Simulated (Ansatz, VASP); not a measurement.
# One calculation of PbSe, two programs

INCAR

```
ALGO     = Normal         # electronic algorithm
EDIFF    = 1E-6           # SCF threshold, eV
ENCUT    = 500            # plane-wave cutoff, eV
GGA      = PS             # functional
GGA_COMPAT= False        
ISIF     = 2              # what is computed and relaxed
ISMEAR   = 1              # smearing method
LASPH    = True           # aspherical terms in the spheres
LCHARG   = False          # write CHGCAR
LREAL    = False          # projectors in reciprocal space
LWAVE    = False          # write WAVECAR
NBANDS   = 17             # bands
NELM     = 120            # most SCF steps
PREC     = Accurate       # precision mode
SIGMA    = 0.5            # smearing width, eV
```

File KPOINTS:

```
k-points
0
Gamma
  6 6 6
```

File POSCAR:

```
PbSe
1.0
    0.0000000000      3.0696893648      3.0696893648
    3.0696893648      0.0000000000      3.0696893648
    3.0696893648      3.0696893648      0.0000000000
Pb Se
1 1
Direct
    0.0000000000      0.0000000000      0.0000000000
    0.5000000000      0.5000000000      0.5000000000
```

Input for Ansatz:

```yaml
crystal:
  lattice:
    - [0.0, 3.0696893648, 3.0696893648]
    - [3.0696893648, 0.0, 3.0696893648]
    - [3.0696893648, 3.0696893648, 0.0]
  atoms:
    - { symbol: Pb, position: [0.0, 0.0, 0.0] }
    - { symbol: Se, position: [0.5, 0.5, 0.5] }
kpoints:
  mp_grid: { grid: [6, 6, 6] }
hamiltonian:
  xc: pbesol
scf:
  occupations: { method: methfessel_paxton, width: 0.5 }
  n_extra_bands: 4
output:
  forces: true
  stress: true
  eigenvalues: true
```

Alike in both runs: task single point; functional PBEsol; k mesh 6 × 6 × 6; occupations methfessel-paxton of order 1, width 0.5 eV; no spin polarisation.

|  | VASP | Ansatz |
| --- | --- | --- |
| version | VASP 6.6.1 | Ansatz 0.2.0 |
| potentials or method | VASP PAW PBE potentials, release 64 (Pb_d, Se) | plane waves |
| plane-wave cutoff (eV) | 500 | 420 |
| valence electrons in the cell | 20 | 30 |

|  | VASP | Ansatz | Ansatz less VASP |
| --- | --- | --- | --- |
| pressure (GPa) | -1.2 | -1.1 | +0.01 |

VASP's potentials were made for PBE, not for PBEsol. VASP's potentials hold 20 valence electrons a cell and Ansatz's 30, so a difference there can come from the potentials and not from the codes.

Spin-orbit coupling is off throughout.
